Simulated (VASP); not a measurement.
Input of a VASP 6.6.1 run:

The input INCAR:

```
PREC = Accurate
ENCUT = 520
EDIFF = 1E-7
ISMEAR = 0
SIGMA = 0.1
LREAL = Auto
LASPH = True
NELM = 80
ALGO = Normal
ISIF = 2
LWAVE = False
LCHARG = False
LDIPOL = True
IDIPOL = 3
DIPOL = 0.5 0.5 0.489
NBANDS = 88
```

Contents of KPOINTS:

```
regular mesh
0
Gamma
  5 5 1
```

The input POSCAR:

```
Pt
1.0
    5.5377774600      0.0000000000      0.0000000000
    0.0000000000      5.5377774600      0.0000000000
    0.0000000000      0.0000000000     23.8736998881
Pt
15
Direct
    0.2500000000      0.2500000000      0.3769838794
    0.2500000000      0.7500000000      0.3769838794
    0.7500000000      0.2500000000      0.3769838794
    0.7500000000      0.7500000000      0.3769838794
    0.0000000000      0.0000000000      0.4589946298
    0.0000000000      0.5000000000      0.4589946298
    0.5000000000      0.0000000000      0.4589946298
    0.5000000000      0.5000000000      0.4589946298
    0.2448931404      0.2448931404      0.5387571015
    0.2448931404      0.7551068596      0.5387571015
    0.7551068596      0.2448931404      0.5387571015
    0.7551068596      0.7551068596      0.5387571015
    0.0000000000      0.5000000000      0.6122596176
    0.5000000000      0.0000000000      0.6122596176
    0.5000000000      0.5000000000      0.6150939533
```

Potentials or basis: VASP PAW LDA potentials, release 64 (Pt).

Launch:

```sh
$ cat potpaw_LDA.64/Pt/POTCAR > POTCAR
$ mpirun -np 1 vasp_std > vasp.out
```

(1) Predict the largest force.

(2) Predict the band gap on the k mesh.

## Answers

(1) 1.163 eV/Å.

(2) zero (bands 75 and 76 overlap by 0.49 eV).

Caveat: the cell differs from its parent crystal (atoms taken out, then relaxed in part); spin-orbit coupling is left out, which moves the levels of the heavy elements.
